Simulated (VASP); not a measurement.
Here is a VASP 6.6.1 calculation.

The input INCAR:

```
SYSTEM = Y3W
ALGO = Fast
EDIFF = 1E-7
EDIFFG = -0.01
ENCUT = 600
GGA = PE
IBRION = 2
ISIF = 3
ISMEAR = 0
LASPH = .True.
LCHARG = .False.
LREAL = .False.
LWAVE = .False.
NELM = 60
NSW = 100
PREC = Accurate
SIGMA = 0.1
```

The input KPOINTS:

```
k-points
0
Gamma
  10 10 10
  0 0 0
```

The input POSCAR:

```
Y3W
1.0
    4.6880764366      0.0000000000      0.0000000000
    0.0000000000      4.6880764366      0.0000000000
    0.0000000000      0.0000000000      4.6880764366
Y W
3 1
Direct
    0.0000000000      0.5000000000      0.5000000000
    0.5000000000      0.0000000000      0.5000000000
    0.5000000000      0.5000000000      0.0000000000
    0.0000000000      0.0000000000      0.0000000000
```

Potentials or basis: VASP PAW PBE potentials, release 64 (Y_sv, W_sv).

Run with:

```bash
$ cat potpaw_PBE.64/Y_sv/POTCAR potpaw_PBE.64/W_sv/POTCAR > POTCAR
$ mpirun -np 1 vasp_std > vasp.out
```

Question: Predict the band gap on the k mesh.

Answer: Zero (an odd number of electrons rules out a gap without spin polarisation).

Question: Predict the relaxed cell.

Answer: a = 4.691 Å, b = 4.691 Å, c = 4.691 Å, α = 90.00°, β = 90.00°, γ = 90.00°.

Final structure:
```
Y W
1.0
     4.69105    0.00000    0.00000
     0.00000    4.69105    0.00000
     0.00000    0.00000    4.69105
Y W
3 1
Direct
  0.00000 0.50000 0.50000
  0.50000 0.00000 0.50000
  0.50000 0.50000 0.00000
  0.00000 0.00000 0.00000
```

Caveat: spin-orbit coupling is left out, which moves the levels of the heavy elements.
